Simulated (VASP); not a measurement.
# PtS2 (P-3m1) in VASP: notebook

PtS2 is run at these levels: r2SCAN; tasks: single point.

All numbers are computed with VASP 6.6.1; they aren't measurements. Logs are shortened: lines on timing, memory, paths and dates and some standing lists are left out, and cuts for length are marked.

## (1) The cell of the first run

It takes space group P-3m1 (No. 164, trigonal). Conventional cell: a = 3.543 Å, b = 3.543 Å, c = 5.039 Å, α = 90.00°, β = 90.00°, γ = 120.00°. Pt (site symmetry -3m) has 6 S at 2.34 Å within 3.1 Å. S (site symmetry 3m) has 3 Pt at 2.34 Å and 3 S at 3.07 Å within 3.1 Å.

## (2) Single point, r2SCAN

Input file POSCAR:

```
PtS2
1.0
    3.5432000000      0.0000000000      0.0000000000
   -1.7716000000      3.0685012100      0.0000000000
    0.0000000000      0.0000000000      5.0388000000
Pt S
1 2
Direct
    0.0000000000      0.0000000000      0.0000000000
    0.3333333300      0.6666666700      0.2270000000
    0.6666666700      0.3333333300      0.7730000000
```

Input file INCAR.step1:

```
SYSTEM = PtS2
PREC = Accurate
ENCUT = 520
ISMEAR = -1
SIGMA = 0.1
LREAL = .FALSE.
LASPH = .TRUE.
NELM = 80
NBANDS = 18
GGA = PE
ALGO = Normal
EDIFF = 1E-4
LWAVE = .TRUE.
LCHARG = .FALSE.
```

Input file INCAR.step2:

```
SYSTEM = PtS2
PREC = Accurate
ENCUT = 520
EDIFF = 1E-6
ISMEAR = -1
SIGMA = 0.1
LREAL = .FALSE.
LASPH = .TRUE.
NELM = 80
ALGO = Normal
ISIF = 2
LWAVE = .FALSE.
LCHARG = .FALSE.
METAGGA = R2SCAN
LMIXTAU = .TRUE.
NBANDS = 18
ISTART = 1
```

Input file KPOINTS:

```
regular mesh
0
G
  5 5 3
  0 0 0
```

Potentials or basis: VASP PAW PBE potentials, release 64 (Pt, S).

The run is started by

```bash
$ cat potpaw_PBE.64/Pt/POTCAR potpaw_PBE.64/S/POTCAR > POTCAR
$ cp INCAR.step1 INCAR
$ mpirun -np 1 vasp_std > vasp.out
$ cp INCAR.step2 INCAR
$ mpirun -np 1 vasp_std > vasp.out
```

OUTCAR:

```text
SYSTEM = PtS2
   PREC = Accurate
   ENCUT = 520
   EDIFF = 1E-6
   ISMEAR = -1
   LREAL = .FALSE.
   LASPH = .TRUE.
   NELM = 80
   ISIF = 2
   METAGGA = R2SCAN
   ISTART = 1

 ion  position               nearest neighbor table
   1  0.000  0.000  0.000-   2 2.34   3 2.34   2 2.34   3 2.34   3 2.34   2 2.34
   2  0.333  0.667  0.227-   1 2.34   1 2.34   1 2.34
   3  0.667  0.333  0.773-   1 2.34   1 2.34   1 2.34

  LATTYP: Found a hexagonal cell.
 ALAT       =     3.5432000000
 C/A-ratio  =     1.4221043125

  Lattice vectors:

 A1 = (   3.5432000000,   0.0000000000,   0.0000000000)
 A2 = (  -1.7716000000,   3.0685012100,   0.0000000000)
 A3 = (   0.0000000000,   0.0000000000,   5.0388000000)

Analysis of symmetry for initial positions (statically):
=====================================================================
 Subroutine PRICEL returns:
 Original cell was already a primitive cell.

 Routine SETGRP: Setting up the symmetry group for a
 hexagonal supercell.

 Subroutine GETGRP returns: Found 12 space group operations
 (whereof 12 operations were pure point group operations)
 out of a pool of 24 trial point group operations.

The static configuration has the point symmetry D_3d.

Analysis of symmetry for dynamics (positions and initial velocities):
=====================================================================
 Subroutine PRICEL returns:
 Original cell was already a primitive cell.

 Routine SETGRP: Setting up the symmetry group for a
 hexagonal supercell.

 Subroutine GETGRP returns: Found 12 space group operations
 (whereof 12 operations were pure point group operations)
 out of a pool of 24 trial point group operations.

The dynamic configuration has the point symmetry D_3d.

 Subroutine INISYM returns: Found 12 space group operations
 (whereof 12 operations are pure point group operations),
 and found     1 'primitive' translations

----------------------------------------------------------------------------------------

                                     Primitive cell

  volume of cell :      54.7834

  direct lattice vectors                    reciprocal lattice vectors
     3.543200000  0.000000000  0.000000000     0.282230752  0.162946001  0.000000000
[... 71 lines left out ...]
   LSORBIT =      F    spin-orbit coupling
   LASPH  =      T    aspherical Exc in radial PAW
   ENCUT  =  520.0 eV  38.22 Ry    6.18 a.u.   6.59  6.59  9.37*2*pi/ulx,y,z
   NELM   =     80;   NELMIN=  2; NELMDL=  0     # of ELM steps
   EDIFF  = 0.1E-05   stopping-criterion for ELM
   LREAL  =      F    real-space projection
   EDIFFG = 0.1E-04   stopping-criterion for IOM
   NSW    =      0    number of steps for IOM
   IBRION =     -1    ionic relax: 0-MD 1-quasi-New 2-CG
   NFREE  =      0    steps in history (QN), initial steepest desc. (CG)
   ISIF   =      2    stress and relaxation
   ISYM   =      2    0-nonsym 1-usesym 2-fastsym
   POTIM  = 0.5000    time-step for ionic-motion
   TEBEG  =    0.0;   TEEND  =   0.0 temperature during run
   PSTRESS=    0.0 pullay stress
   NELECT =      22.0000    total number of electrons
   NUPDOWN=      -1.0000    fix difference up-down
   EMIN   =  10.00;   EMAX   =-10.00  energy-range for DOS
   EFERMI =   0.00;   METHOD = LEGACY
   ISMEAR =    -1;   SIGMA  =   0.10  broadening in eV -4-tet -1-fermi 0-gaus
   EFERMI_NEDOS =   21; number of points for ismear=-14 and -15
   IALGO  =     38    algorithm
   IMIX   =      4    mixing-type and parameters
     AMIX     =   0.40;   BMIX     =  1.00
     AMIX_MAG =   1.60;   BMIX_MAG =  1.00
  volume/ion in A,a.u.               =      18.26       123.23
  Fermi-wavevector in a.u.,A,eV,Ry     =   1.207812  2.282434 19.848315  1.458810
  Thomas-Fermi vector in A             =   2.343439
   LORBIT       =      0    0 simple, 1 ext, 2 COOP (PROOUT), +10 PAW based schemes
   METAGGA = R2SCAN    functional components
   LHFCALC =     F    Hartree Fock is set to
   AEXX    =    0.0000 exact exchange contribution
   IVDW    =     0    specifies the selected vdW correction
   LEPSILON=     F    determine dielectric tensor
   LRPA    =     F    only Hartree local field effects (RPA)
 non-spin polarized calculation
  energy-cutoff  :      520.00
  volume of cell :       54.78
 maximum number of plane-waves:      1507
 NGX is ok and might be reduce to    28
   NGX = 13   NGY = 13   NGZ = 19

 number of electron      22.0000001 magnetization

 Free energy of the ion-electron system (eV)
  ---------------------------------------------------
  ext. energy  EPLUGINS =         0.00000000
  ---------------------------------------------------
  free energy    TOTEN  =       -68.74375358 eV

  energy without entropy =      -68.74347006  energy(sigma->0) =      -68.74361182

 E-fermi :   7.0940     XC(G=0): -11.2797

 val. band max:        6.4160863958   @ k =   0.0000   0.0000   0.0000
 cond. band min:       7.8868903597   @ k =   0.2000   0.2000   0.0000
 fundamental gap:      1.4708039639
 Fermi energy:         7.0939843488

 k-point     1 :       0.0000    0.0000    0.0000
  band No.  band energies     occupation
      1      -9.7043      2.00000
      2      -6.3404      2.00000
      3      -0.7908      2.00000
      4      -0.7908      2.00000
      5      -0.6637      2.00000
      6       2.3544      2.00000
[... 229 lines left out ...]
      5       0.7413      2.00000
      6       1.5797      2.00000
[... 10 lines left out ...]
     17      16.2948      0.00000
     18      17.1314      0.00000

------------------------ aborting loop because EDIFF is reached ----------------------------------------

  FORCE on cell =-STRESS in cart. coord.  units (eV):
  Direction    XX          YY          ZZ          XY          YZ          ZX
  --------------------------------------------------------------------------------------
  -------------------------------------------------------------------------------------
  Total        3.1734655      3.1734655      3.1012865     -0.0000000      0.0000000      0.0000000
  in kB       92.8101088     92.8101087     90.6991849     -0.0000000      0.0000000      0.0000000
  external PRESSURE =      92.1064675 kB  Pullay stress =       0.0000000 kB

 VOLUME and BASIS-vectors are now :
 -----------------------------------------------------------------------------
  energy-cutoff  :      520.00
  volume of cell :       54.78
      direct lattice vectors                 reciprocal lattice vectors
     3.543200000  0.000000000  0.000000000     0.282230752  0.162946001  0.000000000
    -1.771600000  3.068501210  0.000000000     0.000000000  0.325892001  0.000000000
     0.000000000  0.000000000  5.038800000     0.000000000  0.000000000  0.198459951

 POSITION                                       TOTAL-FORCE (eV/Angst)
 -----------------------------------------------------------------------------------
      0.00000      0.00000      0.00000         0.000000      0.000000      0.000000
     -0.00000      2.04567      1.14381        -0.000000     -0.000000      1.230508
      1.77160      1.02283      3.89499         0.000000      0.000000     -1.230508
 -----------------------------------------------------------------------------------
    total drift:                               -0.000000     -0.000000     -0.000000

  FREE ENERGIE OF THE ION-ELECTRON SYSTEM (eV)
  ---------------------------------------------------
  free  energy   TOTEN  =       -68.7437535835 eV

  energy  without entropy=      -68.7434700574  energy(sigma->0) =      -68.74361182
```

Run time: 26 s. Hardware: 1 thread of Intel Xeon 6975P-C (Granite Rapids), shared host; peak memory 0.17 GiB.

What came out:

| Property | Result |
| --- | --- |
| Free energy | -68.7438 eV |
| Pressure | 9.2 GPa |
| Largest force | 1.231 eV/Å |
| Band gap on the k mesh | 1.47 eV, indirect (least direct gap 1.59 eV) |

Forces on the atoms (eV/Å):
```
Pt   0.000  0.000  0.000
S    0.000  0.000  1.231
S    0.000  0.000 -1.231
```

Caveat: the PAW data sets were made with another functional, which shifts forces and pressure a little; spin-orbit coupling is left out, which moves the levels of the heavy elements. A k mesh can miss the band edges.

## (3) Single point, r2SCAN

POSCAR is that of step 2.

Input file INCAR.step1:

```
PREC     = Accurate       # precision mode
ENCUT    = 520            # plane-wave cutoff, eV
ISMEAR   = -1             # smearing method
SIGMA    = 0.1            # smearing width, eV
LREAL    = False          # projectors in reciprocal space
LASPH    = True           # aspherical terms in the spheres
NELM     = 80             # most SCF steps
NBANDS   = 18             # bands
GGA      = PE             # functional
ALGO     = Normal         # electronic algorithm
EDIFF    = 1E-4           # SCF threshold, eV
LWAVE    = True           # write WAVECAR
LCHARG   = False          # write CHGCAR
```

Input file INCAR.step2:

```
PREC     = Accurate       # precision mode
ENCUT    = 520            # plane-wave cutoff, eV
EDIFF    = 1E-7           # SCF threshold, eV
ISMEAR   = -1             # smearing method
SIGMA    = 0.1            # smearing width, eV
LREAL    = False          # projectors in reciprocal space
LASPH    = True           # aspherical terms in the spheres
NELM     = 80             # most SCF steps
ALGO     = Normal         # electronic algorithm
ISIF     = 2              # what is computed and relaxed
LWAVE    = False          # write WAVECAR
LCHARG   = True           # write CHGCAR
METAGGA  = R2SCAN         # meta-GGA
LMIXTAU  = True         
LELF     = True           # ELF
LVHAR    = True         
NBANDS   = 18             # bands
ISTART   = 1
```

Input file KPOINTS:

```
regular mesh
0
Gamma
  6 6 4
```

Potentials or basis: VASP PAW PBE potentials, release 64 (Pt, S).

The run is started by

```bash
$ cat potpaw_PBE.64/Pt/POTCAR potpaw_PBE.64/S/POTCAR > POTCAR
$ cp INCAR.step1 INCAR
$ mpirun -np 1 vasp_std > vasp.out
$ cp INCAR.step2 INCAR
$ mpirun -np 1 vasp_std > vasp.out
```

Wall time 60 s (1 thread of Intel Xeon 6975P-C (Granite Rapids), shared host); peak memory 0.18 GiB.

Results (log left out):

- Free energy: -68.7384 eV
- Pressure: 9.3 GPa
- Largest force: 1.213 eV/Å
- Band gap on the k mesh: 1.14 eV, indirect (least direct gap 1.67 eV)

Forces on the atoms (eV/Å):
```
Pt   0.000  0.000  0.000
S    0.000  0.000  1.213
S    0.000  0.000 -1.213
```

Stress tensor (GPa, compression positive):
```
9.18 0.00 0.00
0.00 9.18 0.00
0.00 0.00 9.44
```

Levels at points of the mesh, in eV from the valence-band top:
| k point | band 9 | band 10 | band 11 | band 12 | band 13 | band 14 |
| --- | --- | --- | --- | --- | --- | --- |
| (0.00, 0.00, 0.00) | -1.17 | -1.17 | -0.08 | 2.66 | 2.66 | 5.25 |
| (0.50, 0.00, 0.00) | -3.38 | -3.07 | -2.39 | 1.98 | 3.06 | 5.91 |
| (0.00, 0.00, 0.50) | -1.36 | -1.36 | -0.90 | 3.15 | 3.15 | 5.96 |
| (0.50, 0.00, 0.50) | -3.19 | -2.81 | -1.40 | 2.28 | 2.59 | 5.81 |

Caveat: the PAW data sets were made with another functional, which shifts forces and pressure a little; spin-orbit coupling is left out, which moves the levels of the heavy elements.

## (4) Single point, r2SCAN

POSCAR is that of step 3.

Input file INCAR.step1:

```
SYSTEM = PtS2
PREC = Accurate ; ENCUT = 520
ISMEAR = -1 ; SIGMA = 0.1
LREAL = .False. ; LASPH = .True.
NELM = 100 ; NBANDS = 18
GGA = PE ; ALGO = Normal
EDIFF = 1E-4 ; LWAVE = .True.
LCHARG = .False.
```

Input file INCAR.step2:

```
SYSTEM = PtS2
PREC = Accurate ; ENCUT = 520
EDIFF = 1E-6 ; ISMEAR = -1
SIGMA = 0.1 ; LREAL = .False.
LASPH = .True. ; NELM = 100
ALGO = Normal ; ISIF = 2
LWAVE = .False. ; LCHARG = .True.
METAGGA = R2SCAN ; LMIXTAU = .True.
LELF = .True. ; LVHAR = .True.
NBANDS = 18 ; ISTART = 1
```

Input file KPOINTS:

```
Automatic mesh
0
Gamma
  7 7 4
  0 0 0
```

The run is started by

```bash
$ cat potpaw_PBE.64/Pt/POTCAR potpaw_PBE.64/S/POTCAR > POTCAR
$ cp INCAR.step1 INCAR
$ mpirun -np 1 vasp_std > vasp.out
$ cp INCAR.step2 INCAR
$ mpirun -np 1 vasp_std > vasp.out
```

Wall time 46 s (1 thread of Intel Xeon 6975P-C (Granite Rapids), shared host); peak memory 0.18 GiB.

It converged, with:

```
Free energy            : -68.7388 eV
Pressure               : 9.2 GPa
Largest force          : 1.210 eV/Å
Band gap on the k mesh : 1.01 eV, indirect (least direct gap 1.20 eV)
```

Forces in eV/Å, atoms in the order of the input:
```
Pt   0.000  0.000  0.000
S    0.000  0.000  1.210
S    0.000  0.000 -1.210
```

Stress tensor (GPa, compression positive):
```
9.16 0.00 0.00
0.00 9.16 0.00
0.00 0.00 9.40
```

Levels at points of the mesh, in eV from the valence-band top:
```
           k point  band 9  band 10  band 11  band 12  band 13  band 14
(0.00, 0.00, 0.00)   -1.13    -1.13    -0.04     2.69     2.69     5.29
(0.00, 0.00, 0.50)   -1.33    -1.33    -0.87     3.18     3.18     5.99
```

Caveat: the PAW data sets were made with another functional, which shifts forces and pressure a little; spin-orbit coupling is left out, which moves the levels of the heavy elements. A k mesh can miss the band edges.

## (5) The runs side by side

```csv
k mesh,gap on the mesh (eV),pressure (GPa),largest force (eV/Å)
5 × 5 × 3,1.47,9.2,1.23
6 × 6 × 4,1.14,9.3,1.21
7 × 7 × 4,1.01,9.2,1.21
```

Alike in all rows: task single point; level r2SCAN; potentials or basis VASP PAW PBE potentials, release 64 (Pt, S); no spin polarisation; cell as given; cutoff (eV) 520; smearing fermi-dirac 0.1 eV.

On the cell as given the gap runs from 1.01 eV (r2SCAN) to 1.47 eV (r2SCAN); the meshes differ, which moves gaps too.

Caveats: the PAW data sets were made with another functional, which shifts forces and pressure a little; spin-orbit coupling is left out, which moves the levels of the heavy elements.

Absolute energies hang on the potentials; compare differences alone.
